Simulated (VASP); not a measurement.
Runs of VASP 6.6.1 on B. The structure is that of space group P-6m2 (No. 187), or close to it. The cells are those of the table. 

```tsv
task	cell	k mesh	cutoff (eV)	gap on the mesh (eV)	pressure (GPa)	relaxed volume (Å³/atom)	largest force (eV/Å)
single point	a = 2.730, b = 2.730, c = 19.163 Å, angles 90.0, 90.0, 120.0°, 16 atoms	6 × 6 × 1	520	none	0.0	-	0.02
relaxation of cell and atoms	relaxed from a = 2.742, b = 2.742, c = 17.943 Å, angles 90.0, 90.0, 120.0°, 16 atoms	6 × 6 × 1	600	none	0.0	7.01	0.02
single point	a = 2.722, b = 2.722, c = 19.221 Å, angles 90.0, 90.0, 120.0°, 16 atoms	18 × 18 × 2	520	none	0.0	-	0.02
relaxation of cell and atoms	relaxed from a = 2.730, b = 2.730, c = 19.163 Å, angles 90.0, 90.0, 120.0°, 16 atoms	18 × 18 × 2	600	none	0.0	(a)	0.01
single point	a = 2.742, b = 2.742, c = 17.943 Å, angles 90.0, 90.0, 120.0°, 16 atoms	6 × 6 × 1	520	none	30.4	-	0.39
```

Alike in all rows: level PBE; potentials or basis VASP PAW PBE potentials, release 64 (B); no spin polarisation; smearing gaussian 0.1 eV.

Q: Fill in the values left out.

A: (a) 7.70.

Caveats: some runs use coarse meshes.

A gap of «none» marks levels without a gap at the run's occupations.
